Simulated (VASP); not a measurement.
Y:

```
Y
1.0
     6.04045    0.00000    0.00000
    -3.02023    5.23118    0.00000
     0.00000    0.00000    3.70306
Y
3
Direct
  0.00000 0.00000 0.00000
  0.33333 0.66667 0.50000
  0.66667 0.33333 0.50000
```

* Program: VASP 6.6.1
* Task: relaxation of cell and atoms
* Functional: PBE
* Potentials or basis: VASP PAW PBE potentials, release 64 (Y_sv)
* Cutoff: 600 eV
* k mesh: 3 × 3 × 6
* Occupations: gaussian, width 0.1 eV
* Spin: no spin polarisation

At the start: pressure -5.5 GPa; volume 39.00 Å³/atom.

**Question.** Where does the relaxation end?

**Answer.** Over 3 steps the energy falls by 136.7 meV/atom and the volume is 32.21 Å³/atom (-17.4 %); space group P6/mmm (No. 191, to 0.05 Å).

The path:
```
step  energy change (eV)  largest force (eV/Å)  pressure (GPa)  volume (Å³)
   1              0.0000                0.0000           -5.46       117.01
   2             -0.4095                0.0000            0.30        95.91
   3             -0.4102                0.0000            0.03        96.63
```

Final structure:
```
CELL_PARAMETERS angstrom
5.62657 0.00000 0.00000
-2.81329 4.87275 0.00000
0.00000 0.00000 3.52434
ATOMIC_POSITIONS crystal
Y 0.00000 0.00000 0.00000
Y 0.33333 0.66667 0.50000
Y 0.66667 0.33333 0.50000
```

Caveat: the k points lie up to 0.43 Å⁻¹ apart in the final cell; the volume moved by over 15 % at a fixed basis, so the end points are rough.
